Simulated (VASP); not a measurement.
# Bi2Te3 (R-3m) in VASP: a series of runs

Bi2Te3 is run at these levels: PBEsol; tasks: single point.

All numbers are computed with VASP 6.6.1; they aren't measurements. Logs are shortened: lines on timing, memory, paths and dates and some standing lists are left out, and cuts for length are marked.

### 1 The cell of the first run

Symmetry: R-3m, No. 166, trigonal system. Conventional cell: a = 4.382 Å, b = 4.382 Å, c = 30.294 Å, α = 90.00°, β = 90.00°, γ = 120.00°. Bi (site symmetry 3m) has 6 Te at 3.06 to 3.23 Å within 4.0 Å. Te (site symmetry -3m) has 6 Bi at 3.23 Å and 12 Te at 4.38 to 4.51 Å within 4.6 Å. Within 4.0 Å of Te (site symmetry 3m) lie 3 Bi at 3.06 Å and 3 Te at 3.64 Å.

### 2 Single point, PBEsol

File INCAR:

```
PREC = Accurate
ENCUT = 520
EDIFF = 1E-6
ISMEAR = 0
SIGMA = 0.01
LREAL = False
LASPH = True
NELM = 100
ALGO = Normal
ISIF = 2
LWAVE = False
LCHARG = True
GGA = PS
LELF = True
LVHAR = True
NBANDS = 32
```

File KPOINTS:

```
Automatic mesh
0
Gamma
  9 9 9
```

File POSCAR:

```
Bi2Te3
1.0
    2.1911539061      1.2650632975     10.0979999607
   -2.1911539061      1.2650632975     10.0979999607
    0.0000000000     -2.5301265951     10.0979999607
Bi Te
2 3
Direct
    0.3998738130      0.3998738130      0.3998738130
    0.6001261870      0.6001261870      0.6001261870
    0.0000000000      0.0000000000      0.0000000000
    0.2099474874      0.2099474874      0.2099474874
    0.7900525126      0.7900525126      0.7900525126
```

Potentials or basis: VASP PAW PBE potentials, release 64 (Bi_d, Te).

The run is started by

```bash
> cat potpaw_PBE.64/Bi_d/POTCAR potpaw_PBE.64/Te/POTCAR > POTCAR
> mpirun -np 1 vasp_std > vasp.out
```

OUTCAR:

```text
PREC = Accurate
   ENCUT = 520
   EDIFF = 1E-6
   ISMEAR = 0
   LREAL = False
   LASPH = True
   NELM = 100
   ISIF = 2
   GGA = PS

 ion  position               nearest neighbor table
   1  0.400  0.400  0.400-   5 3.06   5 3.06   5 3.06   3 3.23   3 3.23   3 3.23
   2  0.600  0.600  0.600-   4 3.06   4 3.06   4 3.06   3 3.23   3 3.23   3 3.23
   3  0.000  0.000  0.000-   2 3.23   2 3.23   1 3.23   1 3.23   2 3.23   1 3.23
   4  0.210  0.210  0.210-   2 3.06   2 3.06   2 3.06   5 3.64   5 3.64   5 3.64
   5  0.790  0.790  0.790-   1 3.06   1 3.06   1 3.06   4 3.64   4 3.64   4 3.64

  LATTYP: Found a trigonal (rhomboedric) cell.
 ALAT       =    10.4101461946
 COS(alpha) =     0.9113942093

  Lattice vectors:

 A1 = (   2.1911539061,   1.2650632975,  10.0979999607)
 A2 = (  -2.1911539061,   1.2650632975,  10.0979999607)
 A3 = (   0.0000000000,  -2.5301265951,  10.0979999607)

Analysis of symmetry for initial positions (statically):
=====================================================================
 Subroutine PRICEL returns:
 Original cell was already a primitive cell.

 Routine SETGRP: Setting up the symmetry group for a
 trigonal (rhombohedral) supercell.

 Subroutine GETGRP returns: Found 12 space group operations
 (whereof 12 operations were pure point group operations)
 out of a pool of 12 trial point group operations.

The static configuration has the point symmetry D_3d.

Analysis of symmetry for dynamics (positions and initial velocities):
=====================================================================
 Subroutine PRICEL returns:
 Original cell was already a primitive cell.

 Routine SETGRP: Setting up the symmetry group for a
 trigonal (rhombohedral) supercell.

 Subroutine GETGRP returns: Found 12 space group operations
 (whereof 12 operations were pure point group operations)
 out of a pool of 12 trial point group operations.

The dynamic configuration has the point symmetry D_3d.

 Subroutine INISYM returns: Found 12 space group operations
 (whereof 12 operations are pure point group operations),
 and found     1 'primitive' translations

----------------------------------------------------------------------------------------

                                     Primitive cell

  volume of cell :     167.9468

  direct lattice vectors                    reciprocal lattice vectors
     2.191153906  1.265063298 10.097999961     0.228190269  0.131745713  0.033009837
    -2.191153906  1.265063298 10.097999961    -0.228190269  0.131745713  0.033009837
[... 96 lines left out ...]
   NFREE  =      0    steps in history (QN), initial steepest desc. (CG)
   ISIF   =      2    stress and relaxation
   ISYM   =      2    0-nonsym 1-usesym 2-fastsym
   POTIM  = 0.5000    time-step for ionic-motion
   TEBEG  =    0.0;   TEEND  =   0.0 temperature during run
   PSTRESS=    0.0 pullay stress
   NELECT =      48.0000    total number of electrons
   NUPDOWN=      -1.0000    fix difference up-down
   EMIN   =  10.00;   EMAX   =-10.00  energy-range for DOS
   EFERMI =   0.00;   METHOD = LEGACY
   ISMEAR =     0;   SIGMA  =   0.01  broadening in eV -4-tet -1-fermi 0-gaus
   EFERMI_NEDOS =   21; number of points for ismear=-14 and -15
   IALGO  =     38    algorithm
   IMIX   =      4    mixing-type and parameters
     AMIX     =   0.40;   BMIX     =  1.00
     AMIX_MAG =   1.60;   BMIX_MAG =  1.00
  volume/ion in A,a.u.               =      33.59       226.67
  Fermi-wavevector in a.u.,A,eV,Ry     =   1.078362  2.037809 15.821740  1.162865
  Thomas-Fermi vector in A             =   2.214299
   LORBIT       =      0    0 simple, 1 ext, 2 COOP (PROOUT), +10 PAW based schemes
   GGA     = PS    functional components
   LHFCALC =     F    Hartree Fock is set to
   AEXX    =    0.0000 exact exchange contribution
   IVDW    =     0    specifies the selected vdW correction
   LEPSILON=     F    determine dielectric tensor
   LRPA    =     F    only Hartree local field effects (RPA)
 non-spin polarized calculation
 Gauss-broadening in eV      SIGMA  =   0.01
  energy-cutoff  :      520.00
  volume of cell :      167.95
 maximum number of plane-waves:      4546
 NGX is ok and might be reduce to    80
   NGX = 39   NGY = 39   NGZ = 39

 number of electron      48.0000007 magnetization

 Free energy of the ion-electron system (eV)
  ---------------------------------------------------
  ext. energy  EPLUGINS =         0.00000000
  ---------------------------------------------------
  free energy    TOTEN  =       -20.29722942 eV

  energy without entropy =      -20.29722942  energy(sigma->0) =      -20.29722942

 E-fermi :   6.2632     XC(G=0):  -9.5257

 val. band max:        6.1600458341   @ k =   0.0000   0.0000   0.0000
 cond. band min:       6.3614524016   @ k =   0.0000   0.0000   0.0000
 fundamental gap:      0.2014065675
 Fermi energy:         6.2631548800

 k-point     1 :       0.0000    0.0000    0.0000
  band No.  band energies     occupation
      1     -16.9518      2.00000
      2     -16.9518      2.00000
      3     -16.9501      2.00000
      4     -16.9501      2.00000
      5     -16.9427      2.00000
      6     -16.9412      2.00000
[... 829 lines left out ...]
     31      11.0630      0.00000
     32      11.7609      0.00000

 [... further k-points ...]

------------------------ aborting loop because EDIFF is reached ----------------------------------------

  FORCE on cell =-STRESS in cart. coord.  units (eV):
  Direction    XX          YY          ZZ          XY          YZ          ZX
  --------------------------------------------------------------------------------------
  -------------------------------------------------------------------------------------
  Total        0.0015165      0.0015165      0.0127419      0.0000000     -0.0000000      0.0000000
  in kB        0.0144673      0.0144673      0.1215547      0.0000000     -0.0000000      0.0000000
  external PRESSURE =       0.0501631 kB  Pullay stress =       0.0000000 kB

 VOLUME and BASIS-vectors are now :
 -----------------------------------------------------------------------------
  energy-cutoff  :      520.00
  volume of cell :      167.95
      direct lattice vectors                 reciprocal lattice vectors
     2.191153906  1.265063298 10.097999961     0.228190269  0.131745713  0.033009837
    -2.191153906  1.265063298 10.097999961    -0.228190269  0.131745713  0.033009837
     0.000000000 -2.530126595 10.097999961     0.000000000 -0.263491427  0.033009837

 POSITION                                       TOTAL-FORCE (eV/Angst)
 -----------------------------------------------------------------------------------
      0.00000     -0.00000     12.11378         0.000000      0.000000     -0.012201
      0.00000     -0.00000     18.18022         0.000000     -0.000000      0.012201
      0.00000      0.00000      0.00000         0.000000      0.000000     -0.000000
      0.00000     -0.00000      6.36015         0.000000      0.000000     -0.018284
      0.00000     -0.00000     23.93385         0.000000     -0.000000      0.018284
 -----------------------------------------------------------------------------------
    total drift:                                0.000000      0.000000     -0.000000

  FREE ENERGIE OF THE ION-ELECTRON SYSTEM (eV)
  ---------------------------------------------------
  free  energy   TOTEN  =       -20.2972294194 eV

  energy  without entropy=      -20.2972294194  energy(sigma->0) =      -20.29722942
```

stdout:

```text
POSCAR found type information on POSCAR BiTe
 POSCAR found :  2 types and       5 ions
 scaLAPACK will be used
 -----------------------------------------------------------------------------
|                                                                             |
|                                                                             |
|     You enforced a specific xc type in the INCAR file but a different       |
|     I HOPE YOU KNOW WHAT YOU ARE DOING!                                     |
|                                                                             |
 -----------------------------------------------------------------------------

 LDA part: xc-table for (Slater+PW92), standard interpolation
 POSCAR, INCAR and KPOINTS ok, starting setup
 FFT: planning ... GRIDC
 FFT: planning ... GRID_SOFT
 FFT: planning ... GRID
 WAVECAR not read
 entering main loop
```

Wall time 45 min (1 thread of Oxide Virtual Turin-like, shared host); peak memory 1.1 GiB.

What came out:

- Free energy: -20.2972 eV
- Pressure: 0.0 GPa
- Largest force: 0.018 eV/Å
- Band gap on the k mesh: 0.20 eV

Forces on the atoms (eV/Å):
```
Bi   0.000  0.000 -0.012
Bi   0.000  0.000  0.012
Te   0.000  0.000  0.000
Te   0.000  0.000 -0.018
Te   0.000  0.000  0.018
```

Levels at points of the mesh, in eV from the valence-band top:
| k point | band 21 | band 22 | band 23 | band 24 | band 25 | band 26 | band 27 | band 28 |
| --- | --- | --- | --- | --- | --- | --- | --- | --- |
| (0.00, 0.00, 0.00) | -1.74 | -0.89 | -0.89 | 0.00 | 0.20 | 0.63 | 0.63 | 1.91 |

Caveat: the PAW data sets were made with another functional, which shifts forces and pressure a little; spin-orbit coupling is left out, which moves the levels of the heavy elements. A k mesh can miss the band edges.

### 3 Single point, PBEsol

File INCAR:

```
SYSTEM = Bi2Te3
PREC = Accurate ; ENCUT = 520
EDIFF = 1E-6 ; ISMEAR = 0
SIGMA = 0.01 ; LREAL = .False.
LASPH = .True. ; NELM = 100
ALGO = Normal ; ISIF = 2
LWAVE = .False. ; LCHARG = .False.
GGA = PS ; NBANDS = 32
```

File KPOINTS:

```
Automatic mesh
0
Gamma
  9 9 9
  0 0 0
```

POSCAR is that of step 2.

Potentials or basis: VASP PAW PBE potentials, release 64 (Bi_d, Te).

The run is started by

```bash
> cat potpaw_PBE.64/Bi_d/POTCAR potpaw_PBE.64/Te/POTCAR > POTCAR
> mpirun -np 1 vasp_std > vasp.out
```

Run time: 61 min. Hardware: 1 thread of Oxide Virtual Turin-like, shared host; peak memory 1.1 GiB.

The run converged. Its results:

```yaml
Free_energy: -20.2972 eV
Pressure: 0.0 GPa
Largest_force: 0.018 eV/Å
Band_gap_on_the_k_mesh: 0.20 eV
```

Forces on the atoms (eV/Å):
```
Bi   0.000  0.000 -0.012
Bi   0.000  0.000  0.012
Te   0.000  0.000  0.000
Te   0.000  0.000 -0.018
Te   0.000  0.000  0.018
```

Levels at points of the mesh, in eV from the valence-band top:
| k point | band 22 | band 23 | band 24 | band 25 | band 26 | band 27 |
| --- | --- | --- | --- | --- | --- | --- |
| (0.00, 0.00, 0.00) | -0.89 | -0.89 | 0.00 | 0.20 | 0.63 | 0.63 |

Caveat: the PAW data sets were made with another functional, which shifts forces and pressure a little; spin-orbit coupling is left out, which moves the levels of the heavy elements. A k mesh can miss the band edges.
